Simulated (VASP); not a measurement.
Here is a VASP 6.6.1 calculation.

Contents of INCAR:

```
PREC = Accurate ; ENCUT = 520
EDIFF = 1E-7 ; ISMEAR = 0
SIGMA = 0.1 ; LREAL = F
LASPH = T ; NELM = 100
ALGO = Normal ; ISIF = 2
LWAVE = F ; LCHARG = T
GGA = PE ; LELF = T
LVHAR = T ; NBANDS = 11
```

File KPOINTS:

```
regular mesh
0
Gamma
  6 6 6
```

POSCAR

```
BeTe
1.0
    3.4700313041     -2.0030399583     -0.1041007154
    3.4700313041      2.0030399583     -0.1041007154
   -2.2160613343      0.0000000000      3.3399176166
Be Te
1 1
Direct
    0.0002298511      0.0002298511      0.9999668763
    0.7497701489      0.7497701489      0.2500331237
```

Potentials or basis: VASP PAW PBE potentials, release 64 (Be, Te).

Run with:

```sh
$ cat potpaw_PBE.64/Be/POTCAR potpaw_PBE.64/Te/POTCAR > POTCAR
$ mpirun -np 1 vasp_std > vasp.out
```

Question: Predict the pressure.

Answer: 0.1 GPa.

Question: Predict the largest force.

Answer: 0.024 eV/Å.

Question: What does it give for the band gap on the k mesh?

Answer: 2.01 eV, indirect (least direct gap 3.60 eV).

Forces on the atoms (eV/Å):
```
Be  -0.024  0.000  0.002
Te   0.024  0.000 -0.002
```

Caveat: spin-orbit coupling is left out, which moves the levels of the heavy elements. A k mesh can miss the band edges.
